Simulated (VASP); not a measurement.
# ZnSn2N2 (P-4m2) in VASP: further runs, part 3 of 3

VASP 6.6.1.

### Step 5. Single point, PBEsol

This run uses another cell than the first one, of 16.15 Å³/atom, 0.900 times its volume.

INCAR reads:

```
SYSTEM = ZnSn2N2
ALGO = Normal
EDIFF = 1E-6
ENCUT = 520
GGA = PS
ISIF = 2
ISMEAR = -1
LASPH = .TRUE.
LCHARG = .TRUE.
LELF = .TRUE.
LREAL = .FALSE.
LVHAR = .TRUE.
LWAVE = .FALSE.
NBANDS = 33
NELM = 100
PREC = Accurate
SIGMA = 0.05
```

KPOINTS reads:

```
k-points
0
G
  8 8 4
  0 0 0
```

POSCAR reads:

```
ZnSn2N2
1.0
    3.2373111725      0.0000000000      0.0000000000
    0.0000000000      3.2373111725      0.0000000000
    0.0000000000      0.0000000000      7.7032865940
Sn Zn N
2 1 2
Direct
    0.5000000000      0.5000000000      0.3159778451
    0.5000000000      0.5000000000      0.6840221549
    0.0000000000      0.0000000000      0.0000000000
    0.0000000000      0.5000000000      0.8505019815
    0.5000000000      0.0000000000      0.1494980185
```

Potentials or basis: VASP PAW PBE potentials, release 64 (Sn_d, Zn, N).

The run is started by

```
$ cat potpaw_PBE.64/Sn_d/POTCAR potpaw_PBE.64/Zn/POTCAR potpaw_PBE.64/N/POTCAR > POTCAR
$ mpirun -np 1 vasp_std > vasp.out
```

OUTCAR:

```text
SYSTEM = ZnSn2N2
   EDIFF = 1E-6
   ENCUT = 520
   GGA = PS
   ISIF = 2
   ISMEAR = -1
   LASPH = .TRUE.
   LREAL = .FALSE.
   NELM = 100
   PREC = Accurate

 ion  position               nearest neighbor table
   1  0.500  0.500  0.316-   5 2.07   5 2.07   2 2.84   3 3.34   3 3.34   3 3.34   3 3.34
   2  0.500  0.500  0.684-   4 2.07   4 2.07   1 2.84   3 3.34   3 3.34   3 3.34   3 3.34
   3  0.000  0.000  0.000-   4 1.99   5 1.99   4 1.99   5 1.99   1 3.34   2 3.34   1 3.34   1 3.34
                             2 3.34   2 3.34   1 3.34   2 3.34
   4  0.000  0.500  0.851-   3 1.99   3 1.99   2 2.07   2 2.07
   5  0.500  0.000  0.149-   3 1.99   3 1.99   1 2.07   1 2.07

  LATTYP: Found a simple tetragonal cell.
 ALAT       =     3.2373111725
 C/A-ratio  =     2.3795323290

  Lattice vectors:

 A1 = (   3.2373111725,   0.0000000000,   0.0000000000)
 A2 = (   0.0000000000,   3.2373111725,   0.0000000000)
 A3 = (   0.0000000000,   0.0000000000,   7.7032865940)

Analysis of symmetry for initial positions (statically):
=====================================================================
 Subroutine PRICEL returns:
 Original cell was already a primitive cell.

 Routine SETGRP: Setting up the symmetry group for a
 simple tetragonal supercell.

 Subroutine GETGRP returns: Found  8 space group operations
 (whereof  8 operations were pure point group operations)
 out of a pool of 16 trial point group operations.

The static configuration has the point symmetry D_2d.

Analysis of symmetry for dynamics (positions and initial velocities):
=====================================================================
 Subroutine PRICEL returns:
 Original cell was already a primitive cell.

 Routine SETGRP: Setting up the symmetry group for a
 simple tetragonal supercell.

 Subroutine GETGRP returns: Found  8 space group operations
 (whereof  8 operations were pure point group operations)
 out of a pool of 16 trial point group operations.

The dynamic configuration has the point symmetry D_2d.

 Subroutine INISYM returns: Found  8 space group operations
 (whereof  8 operations are pure point group operations),
 and found     1 'primitive' translations

----------------------------------------------------------------------------------------

                                     Primitive cell

  volume of cell :      80.7319

  direct lattice vectors                    reciprocal lattice vectors
     3.237311173  0.000000000  0.000000000     0.308898325  0.000000000  0.000000000
     0.000000000  3.237311173  0.000000000     0.000000000  0.308898325  0.000000000
     0.000000000  0.000000000  7.703286594     0.000000000  0.000000000  0.129814721

  length of vectors
     3.237311173  3.237311173  7.703286594     0.308898325  0.308898325  0.129814721

  position of ions in fractional coordinates (direct lattice)
     0.500000000  0.500000000  0.315977845
     0.500000000  0.500000000  0.684022155
     0.000000000  0.000000000  0.000000000
     0.000000000  0.500000000  0.850501982
     0.500000000  0.000000000  0.149498018

  ion indices of the primitive-cell ions
   primitive index   ion index
                 1           1
                 2           2
                 3           3
                 4           4
                 5           5

[... 29 lines left out ...]
  0.125000  0.000000  0.000000      4.000000
  0.250000  0.000000  0.000000      4.000000
  0.375000  0.000000  0.000000      4.000000
  0.500000  0.000000  0.000000      2.000000
  0.125000  0.125000  0.000000      4.000000
[... 16 lines left out ...]
  0.375000  0.125000  0.250000     16.000000
  0.500000  0.125000  0.250000      8.000000
 [... further k-points ...]
   k-points           NKPTS =     45   k-points in BZ     NKDIM =     45   number of bands    NBANDS=     33
   number of dos      NEDOS =    301   number of ions     NIONS =      5
   total plane-waves  NPLWV =  34560
   dimension x,y,z NGX =    24 NGY =   24 NGZ =   60
   dimension x,y,z NGXF=    48 NGYF=   48 NGZF=  120
   ions per type =               2   1   2
   NGX,Y,Z   is equivalent  to a cutoff of  12.32, 12.32, 12.95 a.u.
   NGXF,Y,Z  is equivalent  to a cutoff of  24.65, 24.65, 25.90 a.u.
 SYSTEM =  ZnSn2N2
   PREC   = accura    normal or accurate (medium, high low for compatibility)
   ISTART =      0    job   : 0-new  1-cont  2-samecut
   ICHARG =      2    charge: 1-file 2-atom 10-const
   ISPIN  =      1    spin polarized calculation?
   LNONCOLLINEAR =      F non collinear calculations
   LSORBIT =      F    spin-orbit coupling
   LASPH  =      T    aspherical Exc in radial PAW
   ENCUT  =  520.0 eV  38.22 Ry    6.18 a.u.   6.02  6.02 14.32*2*pi/ulx,y,z
   NELM   =    100;   NELMIN=  2; NELMDL= -5     # of ELM steps
   EDIFF  = 0.1E-05   stopping-criterion for ELM
   LREAL  =      F    real-space projection
   EDIFFG = 0.1E-04   stopping-criterion for IOM
   NSW    =      0    number of steps for IOM
   IBRION =     -1    ionic relax: 0-MD 1-quasi-New 2-CG
   NFREE  =      0    steps in history (QN), initial steepest desc. (CG)
   ISIF   =      2    stress and relaxation
   ISYM   =      2    0-nonsym 1-usesym 2-fastsym
   POTIM  = 0.5000    time-step for ionic-motion
   TEBEG  =    0.0;   TEEND  =   0.0 temperature during run
   PSTRESS=    0.0 pullay stress
   NELECT =      50.0000    total number of electrons
   NUPDOWN=      -1.0000    fix difference up-down
   EMIN   =  10.00;   EMAX   =-10.00  energy-range for DOS
   EFERMI =   0.00;   METHOD = LEGACY
   ISMEAR =    -1;   SIGMA  =   0.05  broadening in eV -4-tet -1-fermi 0-gaus
   EFERMI_NEDOS =   21; number of points for ismear=-14 and -15
   IALGO  =     38    algorithm
   IMIX   =      4    mixing-type and parameters
     AMIX     =   0.40;   BMIX     =  1.00
     AMIX_MAG =   1.60;   BMIX_MAG =  1.00
  volume/ion in A,a.u.               =      16.15       108.96
  Fermi-wavevector in a.u.,A,eV,Ry     =   1.395457  2.637032 26.494635  1.947301
  Thomas-Fermi vector in A             =   2.518907
   LORBIT       =      0    0 simple, 1 ext, 2 COOP (PROOUT), +10 PAW based schemes
   GGA     = PS    functional components
   LHFCALC =     F    Hartree Fock is set to
   AEXX    =    0.0000 exact exchange contribution
   IVDW    =     0    specifies the selected vdW correction
   LEPSILON=     F    determine dielectric tensor
   LRPA    =     F    only Hartree local field effects (RPA)
 non-spin polarized calculation
  energy-cutoff  :      520.00
  volume of cell :       80.73
 maximum number of plane-waves:      2200
   NGX = 13   NGY = 13   NGZ = 29

 number of electron      50.0000021 magnetization

 Free energy of the ion-electron system (eV)
  ---------------------------------------------------
  ext. energy  EPLUGINS =         0.00000000
  ---------------------------------------------------
  free energy    TOTEN  =       -26.31811231 eV

  energy without entropy =      -26.30646109  energy(sigma->0) =      -26.31228670

 E-fermi :   6.5892     XC(G=0): -11.0173

 val. band max:        6.5650951460   @ k =   0.2500   0.1250   0.2500
 cond. band min:       6.6038123675   @ k =   0.1250   0.1250   0.2500
 fundamental gap:      0.0387172216
 Fermi energy:         6.5892315052

 k-point     1 :       0.0000    0.0000    0.0000
  band No.  band energies     occupation
      1     -15.0295      2.00000
      2     -15.0159      2.00000
      3     -14.9362      2.00000
      4     -14.7889      2.00000
      5     -14.7889      2.00000
      6     -14.6491      2.00000
[... 853 lines left out ...]
     32      14.3932      0.00000
     33      15.0245      0.00000

 [... further k-points ...]

------------------------ aborting loop because EDIFF is reached ----------------------------------------

  FORCE on cell =-STRESS in cart. coord.  units (eV):
  Direction    XX          YY          ZZ          XY          YZ          ZX
  --------------------------------------------------------------------------------------
  -------------------------------------------------------------------------------------
  Total        2.5945295      2.5945295      2.6006816      0.0000000      0.0000000     -0.0000000
  in kB       51.4901603     51.4901603     51.6122528      0.0000000      0.0000000     -0.0000000
  external PRESSURE =      51.5308578 kB  Pullay stress =       0.0000000 kB

 VOLUME and BASIS-vectors are now :
 -----------------------------------------------------------------------------
  energy-cutoff  :      520.00
  volume of cell :       80.73
      direct lattice vectors                 reciprocal lattice vectors
     3.237311173  0.000000000  0.000000000     0.308898325  0.000000000  0.000000000
     0.000000000  3.237311173  0.000000000     0.000000000  0.308898325  0.000000000
     0.000000000  0.000000000  7.703286594     0.000000000  0.000000000  0.129814721

 POSITION                                       TOTAL-FORCE (eV/Angst)
 -----------------------------------------------------------------------------------
      1.61866      1.61866      2.43407        -0.000000     -0.000000      0.006074
      1.61866      1.61866      5.26922         0.000000      0.000000     -0.006074
      0.00000      0.00000      0.00000         0.000000      0.000000      0.000000
      0.00000      1.61866      6.55166         0.000000      0.000000     -0.037518
      1.61866      0.00000      1.15163         0.000000      0.000000      0.037518
 -----------------------------------------------------------------------------------
    total drift:                                0.000000     -0.000000      0.000000

  FREE ENERGIE OF THE ION-ELECTRON SYSTEM (eV)
  ---------------------------------------------------
  free  energy   TOTEN  =       -26.3181123083 eV

  energy  without entropy=      -26.3064610911  energy(sigma->0) =      -26.31228670
```

OSZICAR:

```text
N       E                     dE             d eps       ncg     rms          rms(c)
DAV:   1     0.486161235890E+03    0.48616E+03   -0.24930E+04  3090   0.239E+03
DAV:   2     0.450662425670E+02   -0.44109E+03   -0.42099E+03  2994   0.554E+02
DAV:   3    -0.267524963427E+02   -0.71819E+02   -0.70075E+02  3444   0.194E+02
DAV:   4    -0.306167807692E+02   -0.38643E+01   -0.38423E+01  3489   0.483E+01
DAV:   5    -0.307169089553E+02   -0.10013E+00   -0.10004E+00  3569   0.817E+00    0.146E+01
DAV:   6    -0.262599739611E+02    0.44569E+01   -0.14829E+01  5019   0.622E+01    0.764E+00
DAV:   7    -0.263884872951E+02   -0.12851E+00   -0.46134E+00  3253   0.129E+01    0.539E+00
DAV:   8    -0.263442898145E+02    0.44197E-01   -0.69466E-01  4497   0.914E+00    0.169E+00
DAV:   9    -0.263167093484E+02    0.27580E-01   -0.11733E-01  4136   0.573E+00    0.370E-01
DAV:  10    -0.263180862093E+02   -0.13769E-02   -0.24220E-02  3386   0.865E-01    0.201E-01
DAV:  11    -0.263181536800E+02   -0.67471E-04   -0.90008E-04  4083   0.280E-01    0.406E-02
DAV:  12    -0.263181195989E+02    0.34081E-04   -0.27857E-04  4660   0.200E-01    0.241E-02
DAV:  13    -0.263181134018E+02    0.61971E-05   -0.58992E-05  3583   0.556E-02    0.120E-02
DAV:  14    -0.263181122894E+02    0.11124E-05   -0.11239E-05  3908   0.251E-02    0.279E-03
DAV:  15    -0.263181123083E+02   -0.18922E-07   -0.10951E-06  2046   0.108E-02
   1 F= -.26318112E+02 E0= -.26312287E+02  d E =-.116512E-01
```

It took 2.6 min on 1 thread of Oxide Virtual Turin-like, shared host; peak memory 0.21 GiB.

Results:

* Free energy: -26.3181 eV
* Pressure: 5.2 GPa
* Largest force: 0.038 eV/Å
* Band gap on the k mesh: zero (band 25 reaches 7.01 eV, above the bottom of band 26 at 5.00 eV)

Forces in eV/Å, atoms in the order of the input:
```
Sn   0.000  0.000  0.006
Sn   0.000  0.000 -0.006
Zn   0.000  0.000  0.000
N    0.000  0.000 -0.038
N    0.000  0.000  0.038
```

Caveat: the PAW data sets were made with another functional, which shifts forces and pressure a little; spin-orbit coupling is left out, which moves the levels of the heavy elements.

### Step 6. The runs side by side

| task | level | cell | k mesh | gap on the mesh (eV) | pressure (GPa) | largest force (eV/Å) |
| --- | --- | --- | --- | --- | --- | --- |
| relaxation of the atoms | PBE | atoms relaxed from a = 3.352, b = 3.352, c = 7.984 Å, 5 atoms | 7 × 7 × 3 | none | 0.5 | - |
| single point | PBE | a = 3.352, b = 3.352, c = 8.064 Å, 5 atoms | 8 × 8 × 4 | none | -0.3 | 0.07 |
| single point | PBEsol | a = 3.183, b = 3.183, c = 7.651 Å, 5 atoms | 8 × 8 × 4 | none | 10.2 | 0.04 |
| single point | PBEsol | a = 3.237, b = 3.237, c = 7.703 Å, 5 atoms | 8 × 8 × 4 | none | 5.2 | 0.04 |

Alike in all rows: potentials or basis VASP PAW PBE potentials, release 64 (Sn_d, Zn, N); no spin polarisation; cutoff (eV) 520; smearing fermi-dirac 0.05 eV.

Caveats: spin-orbit coupling is left out, which moves the levels of the heavy elements; the PAW data sets were made with another functional, which shifts forces and pressure a little (some runs).

Absolute energies hang on the potentials; compare differences alone.
